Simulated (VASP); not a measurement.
Set up this calculation in VASP 6.6.1, as the native input.

| Item | Value |
| --- | --- |
| Task | single point |
| Functional | LDA |
| Potentials or basis | VASP PAW LDA potentials, release 64 (Zn) |
| Cutoff | 520 eV |
| k mesh | 22 × 22 × 22 |
| Occupations | gaussian, width 0.15 eV |
| Spin | no spin polarisation |
| Dipole correction | no |
| Further INCAR settings | ALGO = Fast; EDIFF = 1e-06; NBANDS = 12 |

The structure of Zn lies in POSCAR:

```
Zn
1.0
   -1.6161081100      1.6161081100      1.5219658900
    1.6161081100     -1.6161081100      1.5219658900
    1.6161081100      1.6161081100     -1.5219658900
Zn
1
Direct
    0.0000000000      0.0000000000      0.0000000000
```

This cell differs from its parent crystal: strain +0.030 along x and y, -0.030 along z.

One way to write it, as run:

INCAR

```
SYSTEM = Zn
ALGO     = Fast           ! electronic algorithm
EDIFF    = 1E-6           ! SCF threshold, eV
ENCUT    = 520            ! plane-wave cutoff, eV
ISIF     = 2              ! what is computed and relaxed
ISMEAR   = 0              ! smearing method
LASPH    = .TRUE.         ! aspherical terms in the spheres
LCHARG   = .FALSE.        ! write CHGCAR
LREAL    = .FALSE.        ! projectors in reciprocal space
LWAVE    = .FALSE.        ! write WAVECAR
NBANDS   = 12             ! bands
NELM     = 80             ! most SCF steps
PREC     = Accurate       ! precision mode
SIGMA    = 0.15           ! smearing width, eV
```

KPOINTS

```
k-points
0
G
  22 22 22
  0 0 0
```

Potentials or basis: VASP PAW LDA potentials, release 64 (Zn).

Command:

```sh
$ cat potpaw_LDA.64/Zn/POTCAR > POTCAR
$ mpirun -np 1 vasp_std > vasp.out
```

It gave:

```json
{
 "Pressure": "-9.2 GPa",
 "Band gap on the k mesh": "zero (band 6 reaches 6.34 eV, above the bottom of band 7 at 1.15 eV)"
}
```

Caveat: the cell differs from its parent crystal (strain +0.030 along x and y, -0.030 along z).

Run time: 75 s on 1 thread of AMD EPYC 9R14 (Zen 4) (shared host), peak memory 0.21 GiB.
